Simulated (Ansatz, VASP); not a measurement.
# AlNi: VASP beside Ansatz

```
Al Ni
1.0
     1.98090   -1.98092    0.00000
     1.98090    1.98092    0.00000
     0.00000    0.00000    2.86941
Al Ni
1 1
Cartesian
  0.0000 0.0000 0.0000
  1.9809 0.0000 1.4347
```

Change from the starting cell: strain -0.0200 x Voigt [1, 1, 0, 0, 0, 0], atoms carried along.

Alike in both runs: task single point; functional PBEsol; k mesh 20 × 20 × 20; occupations gaussian, width 0.15 eV; no spin polarisation.

|  | VASP | Ansatz |
| --- | --- | --- |
| version | VASP 6.6.1 | Ansatz 0.2.0 |
| potentials or method | VASP PAW PBE potentials, release 64 (Al, Ni), cutoff 520 eV | scalar-relativistic, plane waves, PAW |
| valence electrons in the cell | 13 | 21 |

```tsv
	VASP	Ansatz	Ansatz less VASP
gap on the k mesh at the Fermi level (eV)	none	none	-
pressure (GPa)	7.7	7.7	-0.05
traceless stress, the component that is largest in VASP (GPa)	-1.32	-1.28	+0.035
```

VASP's potentials were made for PBE, not for PBEsol. A gap of «none» marks a metal or a gap that the smearing closes. With one functional, cell and mesh, what is left measures potentials, basis and numerics. VASP's potentials hold 13 valence electrons a cell and Ansatz's 21, so a difference there can come from the potentials and not from the codes. Ansatz's warnings: near symmetry operations not taken.
